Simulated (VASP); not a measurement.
A run of VASP 6.6.1 is set up as follows.

File POSCAR:

```
SiGe
1.0
    4.1217233828      0.0000000000      0.0000000000
   -2.0608616914      3.5695171569      0.0000000000
    0.0000000000      0.0000000000      5.7909972084
Si Ge
2 2
Direct
    0.6666666667      0.3333333333      0.8744661518
    0.3333333333      0.6666666667      0.3744661518
    0.6666666667      0.3333333333      0.5005328482
    0.3333333333      0.6666666667      0.0005328482
```

Contents of INCAR.step1:

```
SYSTEM = SiGe
PREC     = Accurate       ! precision mode
ENCUT    = 520            ! plane-wave cutoff, eV
ISMEAR   = 0              ! smearing method
SIGMA    = 0.05           ! smearing width, eV
LREAL    = .FALSE.        ! projectors in reciprocal space
LASPH    = .TRUE.         ! aspherical terms in the spheres
NELM     = 100            ! most SCF steps
NBANDS   = 26             ! bands
GGA      = PE             ! functional
ALGO     = Normal         ! electronic algorithm
EDIFF    = 1E-4           ! SCF threshold, eV
LWAVE    = .TRUE.         ! write WAVECAR
LCHARG   = .FALSE.        ! write CHGCAR
```

File INCAR.step2:

```
SYSTEM = SiGe
PREC     = Accurate       ! precision mode
ENCUT    = 520            ! plane-wave cutoff, eV
EDIFF    = 1E-6           ! SCF threshold, eV
ISMEAR   = 0              ! smearing method
SIGMA    = 0.05           ! smearing width, eV
LREAL    = .FALSE.        ! projectors in reciprocal space
LASPH    = .TRUE.         ! aspherical terms in the spheres
NELM     = 100            ! most SCF steps
ALGO     = Normal         ! electronic algorithm
ISIF     = 2              ! what is computed and relaxed
LWAVE    = .FALSE.        ! write WAVECAR
LCHARG   = .FALSE.        ! write CHGCAR
METAGGA  = R2SCAN         ! meta-GGA
LMIXTAU  = .TRUE.       
NBANDS   = 26             ! bands
ISTART   = 1
```

File KPOINTS:

```
regular mesh
0
G
  12 12 6
  0 0 0
```

Potentials or basis: VASP PAW PBE potentials, release 64 (Si, Ge_d).

Command:

```sh
$ cat potpaw_PBE.64/Si/POTCAR potpaw_PBE.64/Ge_d/POTCAR > POTCAR
$ cp INCAR.step1 INCAR
$ mpirun -np 1 vasp_std > vasp.out
$ cp INCAR.step2 INCAR
$ mpirun -np 1 vasp_std > vasp.out
```

(1) Estimate the largest force.

(2) What does it give for the pressure?

(3) What does it give for the band gap on the k mesh?

Answers

(1) 2.654 eV/Å.

(2) 4.3 GPa.

(3) zero (bands 18 and 19 overlap by 0.46 eV).

Caveat: the stress differs along the axes, from -10 to 33 GPa; semilocal functionals underestimate gaps, and a narrow one can read as zero; the PAW data sets were made with another functional, which shifts forces and pressure a little.
